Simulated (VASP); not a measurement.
Wanted: the native input for a VASP 6.6.1 run.

```
Task                   : relaxation of cell and atoms
Functional             : r2SCAN
Potentials or basis    : VASP PAW PBE potentials, release 64 (Co)
Cutoff                 : 600 eV
k mesh                 : 11 × 11 × 11
Occupations            : fermi-dirac, width 0.05 eV
Spin                   : collinear spin, antiferromagnetic start
Starting moments       : [1.7, -1.7] μB
Dipole correction      : no
Further INCAR settings : ALGO = Normal; EDIFF = 1e-06; IBRION = 2; EDIFFG = -0.01; NSW = 80; ISIF = 3
```

Crystal: Co.

```
CELL_PARAMETERS angstrom
2.80827 0.00000 0.00000
0.00000 2.80827 0.00000
0.00000 0.00000 2.80827
ATOMIC_POSITIONS crystal
Co 0.00000 0.00000 0.00000
Co 0.50000 0.50000 0.50000
```

The input as run:

POSCAR

```
Co
1.0
    2.8082743434      0.0000000000      0.0000000000
    0.0000000000      2.8082743434      0.0000000000
    0.0000000000      0.0000000000      2.8082743434
Co
2
Direct
    0.0000000000      0.0000000000      0.0000000000
    0.5000000000      0.5000000000      0.5000000000
```

INCAR.step1

```
SYSTEM = Co
PREC = Accurate
ENCUT = 600
ISMEAR = -1
SIGMA = 0.05
LREAL = .FALSE.
LASPH = .TRUE.
NELM = 150
ISPIN = 2
MAGMOM = 1.7 -1.7
LMAXMIX = 4
GGA = PE
ALGO = Normal
EDIFF = 1E-4
LWAVE = .TRUE.
LCHARG = .FALSE.
```

INCAR.step2

```
SYSTEM = Co
PREC = Accurate
ENCUT = 600
EDIFF = 1E-6
ISMEAR = -1
SIGMA = 0.05
LREAL = .FALSE.
LASPH = .TRUE.
NELM = 150
ALGO = Normal
ISIF = 3
LWAVE = .FALSE.
LCHARG = .FALSE.
ISPIN = 2
MAGMOM = 1.7 -1.7
LORBIT = 11
LMAXMIX = 4
METAGGA = R2SCAN
LMIXTAU = .TRUE.
IBRION = 2
NSW = 80
EDIFFG = -0.01
ISTART = 1
```

KPOINTS

```
Automatic mesh
0
G
  11 11 11
  0 0 0
```

Potentials or basis: VASP PAW PBE potentials, release 64 (Co).

Run with:

```bash
$ cat potpaw_PBE.64/Co/POTCAR > POTCAR
$ cp INCAR.step1 INCAR
$ mpirun -np 1 vasp_std > vasp.out
$ cp INCAR.step2 INCAR
$ mpirun -np 1 vasp_std > vasp.out
```

It gave:

```json
{
  "Relaxed volume": "10.54 Å³/atom",
  "Relaxed cell": "a = 2.763 Å, b = 2.763 Å, c = 2.763 Å, α = 90.00°, β = 90.00°, γ = 90.00°",
  "Space group after relaxing (to 0.05 Å)": "Im-3m (No. 229)",
  "Energy gained by relaxing": "14.0 meV/atom",
  "Ionic steps": "5",
  "Pressure after relaxing": "0.1 GPa",
  "Band gap on the k mesh": "zero (filled and empty bands overlap)",
  "Net moment": "0.00 μB per cell",
  "Site moments": "Co +1.19, -1.19 μB",
  "Valence electrons inside the program's atomic spheres": "Co 8.37"
}
```

Caveat: the PAW data sets were made with another functional, which shifts forces and pressure a little.

Run time: 9.7 min on 1 thread of Oxide Virtual Turin-like Processor, on a shared host, peak memory 0.15 GiB.
